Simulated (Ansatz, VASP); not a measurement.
## Pt in VASP and in Ansatz

The input INCAR:

```
PREC = Accurate ; ENCUT = 520
EDIFF = 1E-6 ; ISMEAR = 0
SIGMA = 0.1 ; LREAL = F
LASPH = T ; NELM = 100
ALGO = Fast ; ISIF = 2
LWAVE = F ; LCHARG = F
LDIPOL = T ; IDIPOL = 3
DIPOL = 0.5 0.5 0.500 ; GGA = PS
NBANDS = 44
```

Contents of KPOINTS:

```
Automatic mesh
0
Gamma
  12 12 1
```

Contents of POSCAR:

```
Pt
1.0
    2.7705009802      0.0000000000      0.0000000000
    0.0000000000      2.7705009802      0.0000000000
    0.0000000000      0.0000000000     26.7542401821
Pt
7
Direct
    0.5000000000      0.5000000000      0.2803293963
    0.0000000000      0.0000000000      0.3535529309
    0.5000000000      0.5000000000      0.4267764654
    0.0000000000      0.0000000000      0.5000000000
    0.5000000000      0.5000000000      0.5732235346
    0.0000000000      0.0000000000      0.6464470691
    0.5000000000      0.5000000000      0.7196706037
```

Input for Ansatz:

```yaml
crystal:
  lattice:
    - [2.7705009802, 0.0, 0.0]
    - [0.0, 2.7705009802, 0.0]
    - [0.0, 0.0, 26.7542401821]
  atoms:
    - { symbol: Pt, position: [0.5, 0.5, 0.2803293963] }
    - { symbol: Pt, position: [0.0, 0.0, 0.3535529309] }
    - { symbol: Pt, position: [0.5, 0.5, 0.4267764654] }
    - { symbol: Pt, position: [0.0, 0.0, 0.5] }
    - { symbol: Pt, position: [0.5, 0.5, 0.5732235346] }
    - { symbol: Pt, position: [0.0, 0.0, 0.6464470691] }
    - { symbol: Pt, position: [0.5, 0.5, 0.7196706037] }
basis:
  ecutwfc: 420
kpoints:
  mp_grid: { grid: [12, 12, 1] }
hamiltonian:
  xc: pbesol
scf:
  occupations: { method: gaussian, width: 0.1 }
output:
  forces: true
  stress: true
  eigenvalues: true
  write_density: true
  write_potential: true
  elf: true
  volumetric_format: npy
efield:
  axis: 3
  dipole_correction: true
```

Alike in both runs: task single point; functional PBEsol; k mesh 12 × 12 × 1; occupations gaussian, width 0.1 eV; no spin polarisation.

```csv
,VASP,Ansatz
version,VASP 6.6.1,Ansatz 0.2.0
potentials or method,"VASP PAW PBE potentials, release 64 (Pt), cutoff 520 eV","scalar-relativistic, plane waves, PAW"
valence electrons in the cell,70,126
```

```csv
,VASP,Ansatz,Ansatz less VASP
gap on the k mesh at the Fermi level (eV),none,none,-
rms of the force components (eV/Å),0.139,0.136,-0.0026
```

VASP's potentials were made for PBE, not for PBEsol. Atom by atom the forces differ by 0.004 eV/Å (rms over components). A gap of «none» marks a metal or a gap that the smearing closes. With one functional, cell and mesh, what is left measures potentials, basis and numerics. VASP's potentials hold 70 valence electrons a cell and Ansatz's 126, so a difference there can come from the potentials and not from the codes. Ansatz's warnings: xc potential rough in thin density.

Neither program's run includes spin-orbit coupling.
